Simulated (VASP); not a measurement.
# InSe (C2/m) in VASP: further runs, part 2 of 2

VASP 6.6.1. The steps go on from the part before.

**3. Electric field gradients, PBE (27.63 Å³/atom)**

Contents of INCAR:

```
SYSTEM = InSe
PREC = Accurate
ENCUT = 520
EDIFF = 1E-8
ISMEAR = -1
SIGMA = 0.02
LREAL = .FALSE.
LASPH = .TRUE.
NELM = 60
ALGO = Normal
ISIF = 2
LWAVE = .FALSE.
LCHARG = .FALSE.
GGA = PE
LEFG = .TRUE.
NBANDS = 27
```

Contents of KPOINTS:

```
regular mesh
0
G
  7 7 6
  0 0 0
```

Contents of POSCAR:

```
InSe
1.0
    5.9829888098     -2.0953043501      0.0000000000
    5.9829888098      2.0953043501      0.0000000000
   -1.6307847522      0.0000000000      4.4084555117
In Se
2 2
Direct
    0.8840000000      0.8840000000      0.0050000000
    0.1160000000      0.1160000000      0.9950000000
    0.6600000000      0.6600000000      0.6420000000
    0.3400000000      0.3400000000      0.3580000000
```

Potentials or basis: VASP PAW PBE potentials, release 64 (In_d, Se).

Run with:

```bash
cat potpaw_PBE.64/In_d/POTCAR potpaw_PBE.64/Se/POTCAR > POTCAR
mpirun -np 1 vasp_std > vasp.out
```

OUTCAR:

```text
SYSTEM = InSe
   PREC = Accurate
   ENCUT = 520
   EDIFF = 1E-8
   ISMEAR = -1
   LREAL = .FALSE.
   LASPH = .TRUE.
   NELM = 60
   ISIF = 2
   GGA = PE

 ion  position               nearest neighbor table
   1  0.884  0.884  0.005-   3 2.63   2 2.79   4 2.83   4 2.83   2 3.82   2 3.82
   2  0.116  0.116  0.995-   4 2.63   1 2.79   3 2.83   3 2.83   1 3.82   1 3.82
   3  0.660  0.660  0.642-   1 2.63   2 2.83   2 2.83
   4  0.340  0.340  0.358-   2 2.63   1 2.83   1 2.83

  LATTYP: Found a base centered monoclinic cell.
 ALAT       =    11.9659776196
 B/A-ratio  =     0.3502103074
 C/A-ratio  =     0.3928152938
 COS(beta)  =    -0.3469445484

  Lattice vectors:

 A1 = (   5.9829888098,  -2.0953043501,   0.0000000000)
 A2 = (   5.9829888098,   2.0953043501,   0.0000000000)
 A3 = (  -1.6307847522,   0.0000000000,   4.4084555117)

Analysis of symmetry for initial positions (statically):
=====================================================================
 Subroutine PRICEL returns:
 Original cell was already a primitive cell.

 Routine SETGRP: Setting up the symmetry group for a
 base centered monoclinic supercell.

 Subroutine GETGRP returns: Found  4 space group operations
 (whereof  4 operations were pure point group operations)
 out of a pool of  4 trial point group operations.

The static configuration has the point symmetry C_2h.

Analysis of symmetry for dynamics (positions and initial velocities):
=====================================================================
 Subroutine PRICEL returns:
 Original cell was already a primitive cell.

 Routine SETGRP: Setting up the symmetry group for a
 base centered monoclinic supercell.

 Subroutine GETGRP returns: Found  4 space group operations
 (whereof  4 operations were pure point group operations)
 out of a pool of  4 trial point group operations.

The dynamic configuration has the point symmetry C_2h.

 Subroutine INISYM returns: Found  4 space group operations
 (whereof  4 operations are pure point group operations),
 and found     1 'primitive' translations

----------------------------------------------------------------------------------------

                                     Primitive cell

  volume of cell :     110.5304

  direct lattice vectors                    reciprocal lattice vectors
     5.982988810 -2.095304350  0.000000000     0.083570272 -0.238628818  0.030914483
     5.982988810  2.095304350  0.000000000     0.083570272  0.238628818  0.030914483
    -1.630784752  0.000000000  4.408455512     0.000000000  0.000000000  0.226836813

  length of vectors
     6.339278777  6.339278777  4.700419014     0.254722218  0.254722218  0.226836813

  position of ions in fractional coordinates (direct lattice)
     0.884000000  0.884000000  0.005000000
     0.116000000  0.116000000  0.995000000
     0.660000000  0.660000000  0.642000000
     0.340000000  0.340000000  0.358000000

  ion indices of the primitive-cell ions
   primitive index   ion index
                 1           1
                 2           2
                 3           3
                 4           4

[... 81 lines left out ...]
   PSTRESS=    0.0 pullay stress
   NELECT =      38.0000    total number of electrons
   NUPDOWN=      -1.0000    fix difference up-down
   EMIN   =  10.00;   EMAX   =-10.00  energy-range for DOS
   EFERMI =   0.00;   METHOD = LEGACY
   ISMEAR =    -1;   SIGMA  =   0.02  broadening in eV -4-tet -1-fermi 0-gaus
   EFERMI_NEDOS =   21; number of points for ismear=-14 and -15
   IALGO  =     38    algorithm
   IMIX   =      4    mixing-type and parameters
     AMIX     =   0.40;   BMIX     =  1.00
     AMIX_MAG =   1.60;   BMIX_MAG =  1.00
  volume/ion in A,a.u.               =      27.63       186.47
  Fermi-wavevector in a.u.,A,eV,Ry     =   1.146856  2.167243 17.895443  1.315278
  Thomas-Fermi vector in A             =   2.283538
   LORBIT       =      0    0 simple, 1 ext, 2 COOP (PROOUT), +10 PAW based schemes
   GGA     = PE    functional components
   LHFCALC =     F    Hartree Fock is set to
   AEXX    =    0.0000 exact exchange contribution
   IVDW    =     0    specifies the selected vdW correction
   LEPSILON=     F    determine dielectric tensor
   LRPA    =     F    only Hartree local field effects (RPA)
 non-spin polarized calculation
  energy-cutoff  :      520.00
  volume of cell :      110.53
 maximum number of plane-waves:      2994
   NGX = 23   NGY = 23   NGZ = 17

 number of electron      38.0000005 magnetization

 Free energy of the ion-electron system (eV)
  ---------------------------------------------------
  ext. energy  EPLUGINS =         0.00000000
  ---------------------------------------------------
  free energy    TOTEN  =       -13.93903646 eV

  energy without entropy =      -13.93903646  energy(sigma->0) =      -13.93903646

 E-fermi :   4.6846     XC(G=0):  -9.3151

 val. band max:        4.2821482252   @ k =  -0.2857  -0.2857   0.3333
 cond. band min:       5.0951690034   @ k =   0.4286   0.4286  -0.0000
 fundamental gap:      0.8130207782
 Fermi energy:         4.6845871237

 k-point     1 :       0.0000    0.0000    0.0000
  band No.  band energies     occupation
      1     -10.2484      2.00000
      2     -10.2350      2.00000
      3      -9.9861      2.00000
      4      -9.9735      2.00000
      5      -9.9414      2.00000
      6      -9.9389      2.00000
[... 709 lines left out ...]
     26      10.7261      0.00000
     27      11.8949      0.00000

 [... further k-points ...]
[... 5 lines left out ...]
  --------------------------------------------------------------------------------------
  -------------------------------------------------------------------------------------
  Total        0.7365698     -0.9220441     -0.4766848      0.0000000      0.0000000      1.1353108
  in kB       10.6768397    -13.3653547     -6.9097154      0.0000000      0.0000000     16.4567320
  external PRESSURE =      -3.1994101 kB  Pullay stress =       0.0000000 kB

 VOLUME and BASIS-vectors are now :
 -----------------------------------------------------------------------------
  energy-cutoff  :      520.00
  volume of cell :      110.53
      direct lattice vectors                 reciprocal lattice vectors
     5.982988810 -2.095304350  0.000000000     0.083570272 -0.238628818  0.030914483
     5.982988810  2.095304350  0.000000000     0.083570272  0.238628818  0.030914483
    -1.630784752  0.000000000  4.408455512     0.000000000  0.000000000  0.226836813

 POSITION                                       TOTAL-FORCE (eV/Angst)
 -----------------------------------------------------------------------------------
     10.56977      0.00000      0.02204        -0.332229      0.000000      0.474138
     -0.23458      0.00000      4.38641         0.332229      0.000000     -0.474138
      6.85058      0.00000      2.83023        -0.599462      0.000000      0.202805
      3.48461      0.00000      1.57823         0.599462      0.000000     -0.202805
 -----------------------------------------------------------------------------------
    total drift:                               -0.000000     -0.000000      0.000000

  FREE ENERGIE OF THE ION-ELECTRON SYSTEM (eV)
  ---------------------------------------------------
  free  energy   TOTEN  =       -13.9390364606 eV

  energy  without entropy=      -13.9390364606  energy(sigma->0) =      -13.93903646

 Electric field gradients (V/A^2)
---------------------------------------------------------------------
 ion       V_xx      V_yy      V_zz      V_xy      V_xz      V_yz
---------------------------------------------------------------------
   1    -166.737    92.338    74.398    -0.000   -43.682    -0.000
   2    -166.737    92.338    74.398    -0.000   -43.682     0.000
   3      77.107   -28.004   -49.102     0.000    21.909     0.000
   4      77.107   -28.004   -49.102     0.000    21.909    -0.000
---------------------------------------------------------------------

 Electric field gradients after diagonalization (V/A^2)
 (convention: |V_zz| > |V_xx| > |V_yy|)
----------------------------------------------------------------------
 ion       V_xx      V_yy      V_zz     asymmetry (V_yy - V_xx)/ V_zz
----------------------------------------------------------------------
   1      92.338    82.068  -174.406       0.059
   2      92.338    82.068  -174.406       0.059
   3     -52.798   -28.004    80.802       0.307
   4     -52.798   -28.004    80.802       0.307
----------------------------------------------------------------------

           NMR quadrupolar parameters

 Cq : quadrupolar parameter    Cq=e*Q*V_zz/h
 eta: asymmetry parameters     (V_yy - V_xx)/ V_zz
 Q  : nuclear electric quadrupole moment in mb (millibarn)
----------------------------------------------------------------------
 ion       Cq(MHz)       eta       Q (mb)
----------------------------------------------------------------------
   1      -0.422       0.059       1.000
   2      -0.422       0.059       1.000
   3       0.195       0.307       1.000
   4       0.195       0.307       1.000
----------------------------------------------------------------------
```

OSZICAR:

```text
N       E                     dE             d eps       ncg     rms          rms(c)
DAV:   1     0.332932301435E+03    0.33293E+03   -0.17513E+04  4752   0.158E+03
DAV:   2     0.252060633436E+02   -0.30773E+03   -0.29834E+03  4798   0.390E+02
DAV:   3    -0.127573604028E+02   -0.37963E+02   -0.37257E+02  6075   0.143E+02
DAV:   4    -0.143940551485E+02   -0.16367E+01   -0.16317E+01  5637   0.304E+01
DAV:   5    -0.144471081977E+02   -0.53053E-01   -0.53045E-01  6980   0.563E+00    0.586E+00
DAV:   6    -0.139520895557E+02    0.49502E+00   -0.97746E-01  7000   0.156E+01    0.354E+00
DAV:   7    -0.139393725352E+02    0.12717E-01   -0.35737E-01  7204   0.398E+00    0.122E+00
DAV:   8    -0.139383659003E+02    0.10066E-02   -0.36493E-02  6592   0.199E+00    0.492E-01
DAV:   9    -0.139389802537E+02   -0.61435E-03   -0.63278E-03  6801   0.815E-01    0.180E-01
DAV:  10    -0.139389815591E+02   -0.13055E-05   -0.56466E-04  5808   0.202E-01    0.104E-01
DAV:  11    -0.139390427396E+02   -0.61180E-04   -0.26265E-04  6038   0.148E-01    0.330E-02
DAV:  12    -0.139390358865E+02    0.68531E-05   -0.35816E-05  6209   0.552E-02    0.175E-02
DAV:  13    -0.139390362306E+02   -0.34411E-06   -0.63688E-06  6624   0.135E-02    0.883E-03
DAV:  14    -0.139390365994E+02   -0.36878E-06   -0.16309E-06  5165   0.126E-02    0.320E-03
DAV:  15    -0.139390364682E+02    0.13112E-06   -0.23055E-07  5316   0.344E-03    0.739E-04
DAV:  16    -0.139390364606E+02    0.76120E-08   -0.21594E-08  5388   0.792E-04
   1 F= -.13939036E+02 E0= -.13939036E+02  d E =-.176340E-10
```

Wall time 9.9 min (1 thread of Oxide Virtual Turin-like, shared host); peak memory 0.39 GiB.

Results:

- Free energy: -13.9390 eV
- Pressure: -0.3 GPa
- Largest force: 0.633 eV/Å
- Band gap on the k mesh: 0.81 eV (least direct gap 1.22 eV)
- Largest electric field gradient by atom: In -174.4; Se +80.8 V/Å²

Forces on the atoms (eV/Å):
```
In  -0.332  0.000  0.474
In   0.332  0.000 -0.474
Se  -0.599  0.000  0.203
Se   0.599  0.000 -0.203
```

Levels at points of the mesh, in eV from the valence-band top:
```
           k point  band 17  band 18  band 19  band 20  band 21  band 22
(0.00, 0.00, 0.00)    -2.06    -1.58    -1.00     2.56     3.58     4.34
(0.00, 0.00, 0.50)    -1.44    -1.02    -0.33     1.04     2.24     3.38
```

Electric field gradients, principal values (V/Å²):
```csv
atom,least,middle,greatest (by size)
1 In,82.068,92.338,-174.406
2 In,82.068,92.338,-174.406
3 Se,-28.004,-52.798,80.802
4 Se,-28.004,-52.798,80.802
```

Caveat: without QUAD_EFG the Cq values of the log hold for a quadrupole moment of 1 mb, not for the nuclei; spin-orbit coupling is left out, which moves the levels of the heavy elements. A k mesh can miss the band edges.
